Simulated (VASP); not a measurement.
Wanted: the native input for a VASP 6.6.1 run.

```
Task                   : single point
Functional             : PBEsol
Potentials or basis    : VASP PAW PBE potentials, release 64 (Zn, S)
Cutoff                 : 520 eV
k mesh                 : 8 × 8 × 8
Occupations            : fermi-dirac, width 0.01 eV
Spin                   : no spin polarisation
Dipole correction      : no
Further INCAR settings : ALGO = Normal; EDIFF = 1e-06; NBANDS = 16
```

The structure of ZnS lies in POSCAR:

```
ZnS
1.0
   -0.0270465000      2.6911267500      2.6911267500
    2.6911267500     -0.0270465000      2.6911267500
    2.6911267500      2.6911267500     -0.0270465000
Zn S
1 1
Direct
    0.0000000000      0.0000000000      0.0000000000
    0.7500000000      0.7500000000      0.7500000000
```

This cell differs from its parent crystal: equal xy, yz and zx shear strains of -1 %.

One way to write it, as run:

INCAR

```
SYSTEM = ZnS
PREC = Accurate ; ENCUT = 520
EDIFF = 1E-6 ; ISMEAR = -1
SIGMA = 0.01 ; LREAL = .False.
LASPH = .True. ; NELM = 80
ALGO = Normal ; ISIF = 2
LWAVE = .False. ; LCHARG = .True.
GGA = PS ; LELF = .True.
LVHAR = .True. ; NBANDS = 16
```

KPOINTS

```
Automatic mesh
0
Gamma
  8 8 8
  0 0 0
```

Potentials or basis: VASP PAW PBE potentials, release 64 (Zn, S).

The run is started by

```bash
$ cat potpaw_PBE.64/Zn/POTCAR potpaw_PBE.64/S/POTCAR > POTCAR
$ mpirun -np 1 vasp_std > vasp.out
```

Results of the run:

```json
{"Pressure": "-2.0 GPa", "Largest force": "0.094 eV/Å", "Band gap on the k mesh": "1.93 eV, direct"}
```

Caveat: the cell differs from its parent crystal (equal xy, yz and zx shear strains of -1 %); the PAW data sets were made with another functional, which shifts forces and pressure a little.

Wall time 38 s on 1 thread of Intel Xeon 6975P-C, on a shared host, peak memory 0.18 GiB.
